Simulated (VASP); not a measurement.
# BaS (R-3m) in VASP: single point with HSE06

Aim: the single point of BaS with HSE06.

Everything below comes from runs of VASP 6.6.1. Logs are shortened: lines on timing, memory, paths and dates and some standing lists are left out, and cuts for length are marked.

### 1 The cell of the first run

Symmetry: R-3m, No. 166, trigonal system. The conventional cell has a = 4.542 Å, b = 4.542 Å, c = 11.091 Å, α = 90.00°, β = 90.00°, γ = 120.00°. Ba (site symmetry -3m) has 6 S at 3.21 Å within 4.2 Å. Within 4.2 Å of S (site symmetry -3m) lie 6 Ba at 3.21 Å.

### 2 Single point, HSE06 (strain along [111] -0.3%)

Input file POSCAR:

```
BaS
1.0
   -0.0066377115      3.2051581624      3.2051581624
    3.2051581624     -0.0066377115      3.2051581624
    3.2051581624      3.2051581624     -0.0066377115
Ba S
1 1
Direct
    0.0000000000      0.0000000000      0.0000000000
    0.5000000000      0.5000000000      0.5000000000
```

Input file INCAR.step1:

```
ALGO     = Normal         # electronic algorithm
EDIFF    = 1E-5           # SCF threshold, eV
ENCUT    = 520            # plane-wave cutoff, eV
GGA      = PE             # functional
ISIF     = 2              # what is computed and relaxed
ISMEAR   = 0              # smearing method
KPAR     = 2            
LASPH    = True           # aspherical terms in the spheres
LCHARG   = False          # write CHGCAR
LREAL    = False          # projectors in reciprocal space
LWAVE    = True           # write WAVECAR
NBANDS   = 15             # bands
NELM     = 60             # most SCF steps
PREC     = Accurate       # precision mode
SIGMA    = 0.01           # smearing width, eV
```

Input file INCAR.step2:

```
ALGO     = Normal         # electronic algorithm
EDIFF    = 1E-7           # SCF threshold, eV
ENCUT    = 520            # plane-wave cutoff, eV
GGA      = PE             # functional
HFSCREEN = 0.2079         # screening, 1/A
ISIF     = 2              # what is computed and relaxed
ISMEAR   = 0              # smearing method
ISTART   = 1            
KPAR     = 2            
LASPH    = True           # aspherical terms in the spheres
LCHARG   = False          # write CHGCAR
LHFCALC  = True           # exact exchange
LREAL    = False          # projectors in reciprocal space
LWAVE    = False          # write WAVECAR
NBANDS   = 15             # bands
NELM     = 60             # most SCF steps
PREC     = Accurate       # precision mode
PRECFOCK = Normal       
SIGMA    = 0.01           # smearing width, eV
```

Input file KPOINTS:

```
k-points
0
Gamma
  6 6 6
```

Potentials or basis: VASP PAW PBE potentials, release 64 (Ba_sv, S).

Started as:

```
$ cat potpaw_PBE.64/Ba_sv/POTCAR potpaw_PBE.64/S/POTCAR > POTCAR
$ cp INCAR.step1 INCAR
$ mpirun -np 2 vasp_std > vasp.out
$ cp INCAR.step2 INCAR
$ mpirun -np 2 vasp_std > vasp.out
```

OUTCAR:

```text
EDIFF = 1E-7
   ENCUT = 520
   GGA = PE
   HFSCREEN = 0.2079
   ISIF = 2
   ISMEAR = 0
   ISTART = 1
   LASPH = True
   LHFCALC = True
   LREAL = False
   NELM = 60
   PREC = Accurate
   PRECFOCK = Normal

 ion  position               nearest neighbor table
   1  0.000  0.000  0.000-   2 3.21   2 3.21   2 3.21   2 3.21   2 3.21   2 3.21
   2  0.500  0.500  0.500-   1 3.21   1 3.21   1 3.21   1 3.21   1 3.21   1 3.21

  LATTYP: Found a trigonal (rhomboedric) cell.
 ALAT       =     4.5327830029
 COS(alpha) =     0.4979279856

  Lattice vectors:

 A1 = (  -0.0066377115,   3.2051581624,   3.2051581624)
 A2 = (   3.2051581624,  -0.0066377115,   3.2051581624)
 A3 = (   3.2051581624,   3.2051581624,  -0.0066377115)

Analysis of symmetry for initial positions (statically):
=====================================================================
 Subroutine PRICEL returns:
 Original cell was already a primitive cell.

 Routine SETGRP: Setting up the symmetry group for a
 trigonal (rhombohedral) supercell.

 Subroutine GETGRP returns: Found 12 space group operations
 (whereof 12 operations were pure point group operations)
 out of a pool of 12 trial point group operations.

The static configuration has the point symmetry D_3d.

Analysis of symmetry for dynamics (positions and initial velocities):
=====================================================================
 Subroutine PRICEL returns:
 Original cell was already a primitive cell.

 Routine SETGRP: Setting up the symmetry group for a
 trigonal (rhombohedral) supercell.

 Subroutine GETGRP returns: Found 12 space group operations
 (whereof 12 operations were pure point group operations)
 out of a pool of 12 trial point group operations.

The dynamic configuration has the point symmetry D_3d.

 Subroutine INISYM returns: Found 12 space group operations
 (whereof 12 operations are pure point group operations),
 and found     1 'primitive' translations

----------------------------------------------------------------------------------------

                                     Primitive cell

  volume of cell :      66.0580

  direct lattice vectors                    reciprocal lattice vectors
    -0.006637711  3.205158162  3.205158162    -0.155514779  0.155837511  0.155837511
     3.205158162 -0.006637711  3.205158162     0.155837511 -0.155514779  0.155837511
[... 104 lines left out ...]
     AMIX     =   0.40;   BMIX     =  1.00
     AMIX_MAG =   1.60;   BMIX_MAG =  1.00
  volume/ion in A,a.u.               =      33.03       222.89
  Fermi-wavevector in a.u.,A,eV,Ry     =   1.020484  1.928436 14.168949  1.041388
  Thomas-Fermi vector in A             =   2.154056
   LORBIT       =      0    0 simple, 1 ext, 2 COOP (PROOUT), +10 PAW based schemes
   GGA     = PE    functional components
   LHFCALC =     T    Hartree Fock is set to
   PRECFOCK=normal    Normal, Fast or Accurate (Low or Medium for compatibility)
   ENCUT4O =  -1.0   cutoff for four orbital integrals eV
   NKREDX  =     1    reduce k-point grid by
   NKREDY  =     1    reduce k-point grid by
   NKREDZ  =     1    reduce k-point grid by
   AEXX    =    0.2500 exact exchange contribution
   HFSCREEN=    0.2079 screening length (either q_TF or 0.3 A-1)
   HFSCREENC=   0.2079 screening length for correlation (either q_TF or 0.3 A-1)
   ENCUTFOCK=  -1.0 apply spherical cutoff to Coloumb kernel
   IVDW    =     0    specifies the selected vdW correction
   LEPSILON=     F    determine dielectric tensor
   LRPA    =     F    only Hartree local field effects (RPA)
 non-spin polarized calculation
 Gauss-broadening in eV      SIGMA  =   0.01
  energy-cutoff  :      520.00
  volume of cell :       66.06
 maximum number of plane-waves:      1807
 NGX is ok and might be reduce to    36
  NGX = 28; NGY = 28; NGZ = 28

 number of electron      16.0000002 magnetization

 Free energy of the ion-electron system (eV)
  ---------------------------------------------------
  ext. energy  EPLUGINS =         0.00000000
  ---------------------------------------------------
  free energy    TOTEN  =       -11.54743318 eV

  energy without entropy =      -11.54743318  energy(sigma->0) =      -11.54743318

 E-fermi :   0.7801     XC(G=0):  -7.1590

 val. band max:        0.7301250850   @ k =   0.0000   0.0000   0.0000
 cond. band min:       3.7671970827   @ k =   0.5000   0.5000  -0.0000
 fundamental gap:      3.0370719977
 Fermi energy:         0.7801469138

 k-point     1 :       0.0000    0.0000    0.0000
  band No.  band energies     occupation
      1     -27.1295      2.00000
      2     -11.1289      2.00000
      3     -11.1289      2.00000
      4     -11.1281      2.00000
      5     -10.6887      2.00000
      6       0.7225      2.00000
      7       0.7225      2.00000
      8       0.7301      2.00000
      9       5.2364      0.00000
     10       5.6300      0.00000
     11       5.6300      0.00000
     12       5.6575      0.00000
     13       6.5763      0.00000
     14       6.5763      0.00000
[... 401 lines left out ...]
      2     -11.7179      2.00000
      3     -11.5594      2.00000
      4     -11.4061      2.00000
      5     -10.0285      2.00000
      6      -0.2220      2.00000
      7       0.1278      2.00000
      8       0.3122      2.00000
      9       4.8939      0.00000
     10       7.3516      0.00000
     11       8.0359      0.00000
     12       8.8358      0.00000
     13       9.4868      0.00000
     14      10.1904      0.00000
     15      11.7232      0.00000

 [... further k-points ...]

------------------------ aborting loop because EDIFF is reached ----------------------------------------

  FORCE on cell =-STRESS in cart. coord.  units (eV):
  Direction    XX          YY          ZZ          XY          YZ          ZX
  --------------------------------------------------------------------------------------
  -------------------------------------------------------------------------------------
  Total        0.1384908      0.1384908      0.1384908      0.0167960      0.0167960      0.0167960
  in kB        3.3589703      3.3589703      3.3589703      0.4073730      0.4073730      0.4073730
  external PRESSURE =       3.3589703 kB  Pullay stress =       0.0000000 kB

 VOLUME and BASIS-vectors are now :
 -----------------------------------------------------------------------------
  energy-cutoff  :      520.00
  volume of cell :       66.06
      direct lattice vectors                 reciprocal lattice vectors
    -0.006637711  3.205158162  3.205158162    -0.155514779  0.155837511  0.155837511
     3.205158162 -0.006637711  3.205158162     0.155837511 -0.155514779  0.155837511
     3.205158162  3.205158162 -0.006637711     0.155837511  0.155837511 -0.155514779

 POSITION                                       TOTAL-FORCE (eV/Angst)
 -----------------------------------------------------------------------------------
      0.00000      0.00000      0.00000         0.000000     -0.000000      0.000000
      3.20184      3.20184      3.20184        -0.000000      0.000000     -0.000000
 -----------------------------------------------------------------------------------
    total drift:                               -0.000003     -0.000002     -0.000006

  FREE ENERGIE OF THE ION-ELECTRON SYSTEM (eV)
  ---------------------------------------------------
  free  energy   TOTEN  =       -11.5474331812 eV

  energy  without entropy=      -11.5474331812  energy(sigma->0) =      -11.54743318
```

OSZICAR.step1:

```text
N       E                     dE             d eps       ncg     rms          rms(c)
DAV:   1     0.833278428308E+02    0.83328E+02   -0.68877E+03   960   0.935E+02
DAV:   2    -0.565020388949E+01   -0.88978E+02   -0.80238E+02  1322   0.168E+02
DAV:   3    -0.105985964580E+02   -0.49484E+01   -0.49115E+01  1355   0.413E+01
DAV:   4    -0.106748266119E+02   -0.76230E-01   -0.76201E-01  1245   0.512E+00
DAV:   5    -0.106768698638E+02   -0.20433E-02   -0.20432E-02  1300   0.710E-01    0.473E+00
DAV:   6    -0.101727662742E+02    0.50410E+00   -0.68931E-01  1135   0.497E+00    0.323E+00
DAV:   7    -0.101753826532E+02   -0.26164E-02   -0.18880E-01  1249   0.242E+00    0.211E+00
DAV:   8    -0.101892754055E+02   -0.13893E-01   -0.24492E-02  1086   0.112E+00    0.198E-01
DAV:   9    -0.101899351597E+02   -0.65975E-03   -0.33510E-03  1296   0.423E-01    0.157E-01
DAV:  10    -0.101908017373E+02   -0.86658E-03   -0.98927E-04  1030   0.209E-01    0.420E-02
DAV:  11    -0.101908991327E+02   -0.97395E-04   -0.12710E-04  1233   0.678E-02    0.133E-02
DAV:  12    -0.101909020755E+02   -0.29428E-05   -0.64013E-06   904   0.173E-02
   1 F= -.10190902E+02 E0= -.10190902E+02  d E =-.301782E-22
```

It took 37 min on 2 MPI ranks of Intel Xeon Platinum 8488C (Sapphire Rapids), shared host; peak memory 0.34 GiB.

What came out:

```
Free energy            : -11.5474 eV
Pressure               : 0.3 GPa
Band gap on the k mesh : 3.04 eV (least direct gap 3.20 eV)
```

Caveat: the cell differs from its parent crystal (strain along [111] -0.3%); the PAW data sets were made with another functional, which shifts forces and pressure a little; spin-orbit coupling is left out, which moves the levels of the heavy elements. A k mesh can miss the band edges.
